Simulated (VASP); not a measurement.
# ZnO (P6_3mc) in VASP: elastic constants with PBE

Aim: the elastic constants of ZnO with PBE.

All numbers are computed with VASP 6.6.1; they aren't measurements. Logs are shortened: lines on timing, memory, paths and dates and some standing lists are left out, and cuts for length are marked.

## 1. The cell of the first run

The structure is hexagonal, space group P6_3mc (No. 186). The conventional cell has a = 3.279 Å, b = 3.279 Å, c = 5.293 Å, α = 90.00°, β = 90.00°, γ = 120.00°. Within 2.6 Å of Zn (site symmetry 3m) lie 4 O at 2.00 to 2.01 Å. Within 2.6 Å of O (site symmetry 3m) lie 4 Zn at 2.00 to 2.01 Å.

## 2. Elastic constants, PBE

File INCAR:

```
  ALGO = Normal
  EDIFF = 1E-8
  ENCUT = 600
  GGA = PE
  IBRION = 6
  ISIF = 3
  ISMEAR = 0
  KPAR = 4
  LASPH = T
  LCHARG = F
  LREAL = F
  LWAVE = F
  NBANDS = 26
  NELM = 80
  NFREE = 2
  NSW = 1
  POTIM = 0.015
  PREC = Accurate
  SIGMA = 0.01
```

File KPOINTS:

```
k-points
0
Gamma
  12 12 6
```

File POSCAR:

```
ZnO
1.0
    3.2794584246      0.0000000000      0.0000000000
   -1.6397292123      2.8400943064      0.0000000000
    0.0000000000      0.0000000000      5.2933828187
Zn O
2 2
Direct
    0.3333333333      0.6666666667      0.4999705647
    0.6666666667      0.3333333333     -0.0000294353
    0.6666666667      0.3333333333      0.3790394353
    0.3333333333      0.6666666667      0.8790394353
```

Potentials or basis: VASP PAW PBE potentials, release 64 (Zn, O).

Command:

```
> cat potpaw_PBE.64/Zn/POTCAR potpaw_PBE.64/O/POTCAR > POTCAR
> mpirun -np 4 vasp_std > vasp.out
```

OUTCAR:

```text
EDIFF = 1E-8
   ENCUT = 600
   GGA = PE
   IBRION = 6
   ISIF = 3
   ISMEAR = 0
   LASPH = T
   LREAL = F
   NELM = 80
   NFREE = 2
   NSW = 1
   POTIM = 0.015
   PREC = Accurate

 ion  position               nearest neighbor table
   1  0.333  0.667  0.500-   3 2.00   3 2.00   3 2.00   4 2.01
   2  0.667  0.333  1.000-   4 2.00   4 2.00   4 2.00   3 2.01
   3  0.667  0.333  0.379-   1 2.00   1 2.00   1 2.00   2 2.01
   4  0.333  0.667  0.879-   2 2.00   2 2.00   2 2.00   1 2.01

  LATTYP: Found a hexagonal cell.
 ALAT       =     3.2794584246
 C/A-ratio  =     1.6141027369

  Lattice vectors:

 A1 = (   3.2794584246,   0.0000000000,   0.0000000000)
 A2 = (  -1.6397292123,   2.8400943064,   0.0000000000)
 A3 = (   0.0000000000,   0.0000000000,   5.2933828187)

Analysis of symmetry for initial positions (statically):
=====================================================================
 Subroutine PRICEL returns:
 Original cell was already a primitive cell.

 Routine SETGRP: Setting up the symmetry group for a
 hexagonal supercell.

 Subroutine GETGRP returns: Found 12 space group operations
 (whereof  6 operations were pure point group operations)
 out of a pool of 24 trial point group operations.

The static configuration has the point symmetry C_3v.
 The point group associated with its full space group is C_6v.

Analysis of symmetry for dynamics (positions and initial velocities):
=====================================================================
 Subroutine PRICEL returns:
 Original cell was already a primitive cell.

 Routine SETGRP: Setting up the symmetry group for a
 hexagonal supercell.

 Subroutine GETGRP returns: Found 12 space group operations
 (whereof  6 operations were pure point group operations)
 out of a pool of 24 trial point group operations.

The dynamic configuration has the point symmetry C_3v.
 The point group associated with its full space group is C_6v.

 Subroutine INISYM returns: Found 12 space group operations
 (whereof  6 operations are pure point group operations),
 and found     1 'primitive' translations

----------------------------------------------------------------------------------------

                                     Primitive cell

  volume of cell :      49.3024

  direct lattice vectors                    reciprocal lattice vectors
     3.279458425  0.000000000  0.000000000     0.304928397  0.176050492  0.000000000
    -1.639729212  2.840094306  0.000000000     0.000000000  0.352100984  0.000000000
     0.000000000  0.000000000  5.293382819     0.000000000  0.000000000  0.188915110

  length of vectors
     3.279458425  3.279458425  5.293382819     0.352100984  0.352100984  0.188915110

  position of ions in fractional coordinates (direct lattice)
     0.333333333  0.666666667  0.499970565
     0.666666667  0.333333333  0.999970565
     0.666666667  0.333333333  0.379039435
     0.333333333  0.666666667  0.879039435

  ion indices of the primitive-cell ions
[... 118 lines left out ...]

 number of electron      36.0000014 magnetization

 Free energy of the ion-electron system (eV)
  ---------------------------------------------------
  ext. energy  EPLUGINS =         0.00000000
  ---------------------------------------------------
  free energy    TOTEN  =       -17.86476223 eV

  energy without entropy =      -17.86476223  energy(sigma->0) =      -17.86476223

------------------------ aborting loop because EDIFF is reached ----------------------------------------

  FORCE on cell =-STRESS in cart. coord.  units (eV):
  Direction    XX          YY          ZZ          XY          YZ          ZX
  --------------------------------------------------------------------------------------
  -------------------------------------------------------------------------------------
  Total        0.2251109      0.2251109      0.2201352      0.0000000      0.0000000      0.0000000
  in kB        7.3154151      7.3154151      7.1537206      0.0000000      0.0000000      0.0000000
  external PRESSURE =       7.2615169 kB  Pullay stress =       0.0000000 kB
[... 95 lines left out ...]
  FREE ENERGIE OF THE ION-ELECTRON SYSTEM (eV)
  ---------------------------------------------------
  free  energy   TOTEN  =       -17.8524909049 eV

  energy  without entropy=      -17.8524909049  energy(sigma->0) =      -17.85249090

[... ionic steps 4 to 18 ...]

--------------------------------------- Ionic step       19  -------------------------------------------

 number of electron      36.0000015 magnetization

------------------------ aborting loop because EDIFF is reached ----------------------------------------
[... 71 lines left out ...]
--------------------------------------- Ionic step       21  -------------------------------------------

 number of electron      36.0000014 magnetization

 Free energy of the ion-electron system (eV)
  ---------------------------------------------------
  ext. energy  EPLUGINS =         0.00000000
  ---------------------------------------------------
  free energy    TOTEN  =       -17.86354594 eV

  energy without entropy =      -17.86354594  energy(sigma->0) =      -17.86354594

 E-fermi :   1.0084     XC(G=0): -10.7254

 val. band max:        0.8918470877   @ k =   0.0000   0.0000   0.0000
 cond. band min:       1.6203138137   @ k =   0.0000   0.0000   0.0000
 fundamental gap:      0.7284667260
 Fermi energy:         1.0084044223

 k-point     1 :       0.0000    0.0000    0.0000
  band No.  band energies     occupation
      1     -16.9248      2.00000
      2     -16.2562      2.00000
      3      -4.6370      2.00000
      4      -4.6370      2.00000
      5      -4.6208      2.00000
      6      -4.4955      2.00000
[... 685 lines left out ...]
     25      14.0895      0.00000
     26      14.6844      0.00000

 [... further k-points ...]

------------------------ aborting loop because EDIFF is reached ----------------------------------------

  FORCE on cell =-STRESS in cart. coord.  units (eV):
  Direction    XX          YY          ZZ          XY          YZ          ZX
  --------------------------------------------------------------------------------------
  -------------------------------------------------------------------------------------
  Total        0.1658533      0.1658533      0.3426301      0.0000000     -0.0000000      0.0000000
  in kB        5.3897250      5.3897250     11.1344283      0.0000000     -0.0000000      0.0000000
  external PRESSURE =       7.3046261 kB  Pullay stress =       0.0000000 kB
[... 19 lines left out ...]
  FREE ENERGIE OF THE ION-ELECTRON SYSTEM (eV)
  ---------------------------------------------------
  free  energy   TOTEN  =       -17.8635459445 eV

  energy  without entropy=      -17.8635459445  energy(sigma->0) =      -17.86354594

 INTERNAL STRAIN TENSORS FROM STRAINED CELLS
 ============================================

 INTERNAL STRAIN TENSOR FOR ION    1 for displacements in x,y,z  (eV/Angst):
          X           Y           Z          XY          YZ          ZX
  --------------------------------------------------------------------------------
  x     0.00000    -0.00000    -0.00000    -6.27590    -0.00000    -3.94156
  y    -6.28589     6.29253    -0.00000     0.00006    -3.94073    -0.00006
  z    -3.96826    -3.97295     7.83812    -0.00061     0.00092    -0.00005

 INTERNAL STRAIN TENSORS FROM DISPLACED ATOMS
 ============================================

 INTERNAL STRAIN TENSOR FOR ION    1 for displacements in x,y,z  (eV/Angst):
          X           Y           Z          XY          YZ          ZX
  --------------------------------------------------------------------------------
  x     0.00000     0.00000    -0.00000    -6.26465    -0.00000    -3.94819
  y    -6.26465     6.26465     0.00000     0.00000    -3.94820    -0.00000
  z    -3.93799    -3.93799     7.81942     0.00000     0.00000     0.00000

 INTERNAL STRAIN TENSOR FOR ION    4 for displacements in x,y,z  (eV/Angst):
          X           Y           Z          XY          YZ          ZX
  --------------------------------------------------------------------------------
  x     0.00000     0.00000     0.00000    -7.25713     0.00000     3.94486
  y    -7.25713     7.25713    -0.00000     0.00000     3.94487     0.00000
  z     3.95794     3.95794    -7.76749     0.00000     0.00000     0.00000

 Eigenvectors and eigenvalues of the dynamical matrix
 ----------------------------------------------------

   1 f  =   15.428026 THz    96.937148 2PiTHz  514.623563 cm-1    63.805161 meV
             X         Y         Z           dx          dy          dz
     -0.000000  1.893396  2.646536     0.000000   -0.000000   -0.082774
      1.639729  0.946698  5.293227    -0.000000   -0.000000    0.082774
      1.639729  0.946698  2.006401    -0.000000    0.000000   -0.702245
     -0.000000  1.893396  4.653092     0.000000   -0.000000    0.702245
[... 71 lines left out ...]
  12 f/i=    0.009958 THz     0.062569 2PiTHz    0.332167 cm-1     0.041183 meV
             X         Y         Z           dx          dy          dz
     -0.000000  1.893396  2.646536    -0.000000    0.000000    0.633509
      1.639729  0.946698  5.293227    -0.000000    0.000000    0.633509
      1.639729  0.946698  2.006401    -0.000000    0.000000    0.314111
     -0.000000  1.893396  4.653092    -0.000000    0.000000    0.314111

--------------------------------------------------------------------------------------------------------

 ELASTIC MODULI CONTR FROM IONIC RELAXATION (kBar)
 Direction    XX          YY          ZZ          XY          YZ          ZX
 --------------------------------------------------------------------------------
 XX        -595.6403    253.3397    337.8603      0.0000      0.0000      0.0000
 YY         253.3397   -595.6403    337.8603     -0.0000     -0.0000     -0.0000
 ZZ         337.8603    337.8603   -666.9555      0.0000      0.0000      0.0000
 XY           0.0000     -0.0000      0.0000   -424.4900      0.0000      0.0000
 YZ          -0.0000      0.0000      0.0000      0.0000   -153.1948     -0.0000
 ZX           0.0000     -0.0000      0.0000      0.0000     -0.0000   -153.1940
 --------------------------------------------------------------------------------

 TOTAL ELASTIC MODULI (kBar)
 Direction    XX          YY          ZZ          XY          YZ          ZX
 --------------------------------------------------------------------------------
 XX        1886.6340   1102.7748    954.0896      0.0000      0.0000      0.0000
 YY        1102.7748   1886.6340    954.0896     -0.0000     -0.0000     -0.0000
 ZZ         954.0896    954.0896   2016.7996      0.0000      0.0000      0.0000
 XY           0.0000     -0.0000      0.0000    391.9296      0.0000      0.0000
 YZ          -0.0000      0.0000      0.0000      0.0000    357.5211     -0.0000
 ZX           0.0000     -0.0000      0.0000      0.0000     -0.0000    357.5217
 --------------------------------------------------------------------------------
```

Run time: 26 min. Hardware: 4 MPI ranks of Oxide Virtual Turin-like, shared host; peak memory 0.96 GiB.

What came out:

* Voigt bulk modulus: 131 GPa
* Highest phonon frequency at Γ, LO-TO splitting left out: 515 cm⁻¹

Phonon frequencies in cm⁻¹ (negative: imaginary):
```csv
q point,frequencies
"(0.000, 0.000, 0.000)",0 0 0 90 90 248 354 374 374 404 404 515
```

Elastic tensor in Voigt notation (GPa, in the Cartesian axes of the cell as first typed):
```
189 110  95   0   0   0
110 189  95   0   0   0
 95  95 202   0   0   0
  0   0   0  36   0   0
  0   0   0   0  36   0
  0   0   0   0   0  39
```

Clamped-ion elastic tensor (GPa):
```
248  85  62   0   0   0
 85 248  62   0   0   0
 62  62 268   0   0   0
  0   0   0  51   0   0
  0   0   0   0  51   0
  0   0   0   0   0  82
```
